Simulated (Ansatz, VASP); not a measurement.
**One calculation of Sn2GeSe3, two programs**

```
CELL_PARAMETERS angstrom
3.74898 2.16447 3.52415
-3.74898 2.16447 3.52415
0.00000 -4.32895 3.52415
ATOMIC_POSITIONS crystal
Sn 0.66811 0.66811 0.66811
Sn 0.33189 0.33189 0.33189
Ge 0.00000 0.00000 0.00000
Se 0.00000 0.50000 0.00000
Se 0.50000 0.00000 0.00000
Se 0.00000 0.00000 0.50000
```

Change from the starting cell: species swapped into the Zr2Co3Mo type (R-3m, No. 166).

Alike in both runs: functional PBE; k mesh 6 × 6 × 6; occupations gaussian, width 0.1 eV; no spin polarisation.

Ansatz relaxed the structure, and its values are those at the end. VASP's run is a single point on that final structure, the one shown.

```csv
,VASP,Ansatz
version,VASP 6.6.1,Ansatz 0.2.0
potentials or method,"VASP PAW PBE potentials, release 64 (Sn_d, Ge_d, Se), cutoff 520 eV","scalar-relativistic, plane waves, PAW"
valence electrons in the cell,60,90
```

```csv
,VASP,Ansatz,Ansatz less VASP
gap on the k mesh at the Fermi level (eV),none,none,-
pressure (GPa),0.0,0.0,-0.02
rms of the force components (eV/Å),0.007,0.002,-0.0044
```

A gap of «none» marks a metal or a gap that the smearing closes. With one functional, cell and mesh, what is left measures potentials, basis and numerics. VASP's potentials hold 60 valence electrons a cell and Ansatz's 90, so a difference there can come from the potentials and not from the codes.
